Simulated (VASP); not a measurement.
A run of VASP 6.6.1 is set up as follows.

INCAR

```
SYSTEM = P
PREC = Accurate
ENCUT = 520
EDIFF = 1E-6
ISMEAR = -1
SIGMA = 0.05
LREAL = .False.
LASPH = .True.
NELM = 100
ALGO = Normal
ISIF = 2
LWAVE = .False.
LCHARG = .True.
GGA = PS
LELF = .True.
LVHAR = .True.
NBANDS = 12
```

File KPOINTS:

```
Automatic mesh
0
Gamma
  6 6 6
  0 0 0
```

POSCAR

```
P
1.0
    1.7257251780      0.9963478961      3.1296800121
   -1.7257251780      0.9963478961      3.1296800121
    0.0000000000     -1.9926957921      3.1296800121
P
2
Direct
    0.7729197500      0.7729197500      0.7729197500
    0.2270802500      0.2270802500      0.2270802500
```

Potentials or basis: VASP PAW PBE potentials, release 64 (P).

Run with:

```bash
$ cat potpaw_PBE.64/P/POTCAR > POTCAR
$ mpirun -np 1 vasp_std > vasp.out
```

Problem. Estimate the pressure.

Solution. -2.0 GPa.

Problem. Estimate the band gap on the k mesh.

Solution. Zero (band 5 reaches 9.39 eV, above the bottom of band 6 at 8.67 eV).

Stress tensor (GPa, compression positive):
```
-1.64  0.00  0.00
 0.00 -1.64  0.00
 0.00  0.00 -2.80
```

Caveat: the k points lie up to 0.37 Å⁻¹ apart; the PAW data sets were made with another functional, which shifts forces and pressure a little.
